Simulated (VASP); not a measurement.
## Y: single point with PBE

Crystal: Y.

```
Y
1.0
     0.01864    2.48500    2.48500
     2.48500    0.01864    2.48500
     2.50364    2.50364    0.00000
Y
1
Cartesian
  0.0000 0.0000 0.0000
```

This cell differs from its parent crystal: xy shear strain of +1.5 %.

* Program: VASP 6.6.1
* Task: single point
* Functional: PBE
* Potentials or basis: VASP PAW PBE potentials, release 64 (Y_sv)
* Cutoff: 520 eV
* k mesh: 13 × 13 × 13
* Occupations: fermi-dirac, width 0.05 eV
* Spin: no spin polarisation
* Dipole correction: no
* Further INCAR settings: ALGO = Normal; EDIFF = 1e-06; NBANDS = 12

| Property | Result |
| --- | --- |
| Pressure | 2.3 GPa |
| Band gap on the k mesh | zero (an odd number of electrons rules out a gap without spin polarisation) |

Stress tensor (GPa, compression positive):
```
 2.27 -0.54  0.00
-0.54  2.27  0.00
 0.00  0.00  2.26
```

Levels at points of the mesh, in eV from the Fermi level:
```tsv
k point	band 2	band 3	band 4	band 5	band 6	band 7	band 8	band 9
(0.00, 0.00, 0.00)	-22.20	-22.19	-22.18	-4.84	1.76	1.85	1.94	4.01
```

It took 83 s on 1 thread of AMD EPYC 7R13 Processor (Zen 3), on a shared host, peak memory 0.25 GiB.

Caveat: the cell differs from its parent crystal (xy shear strain of +1.5 %).
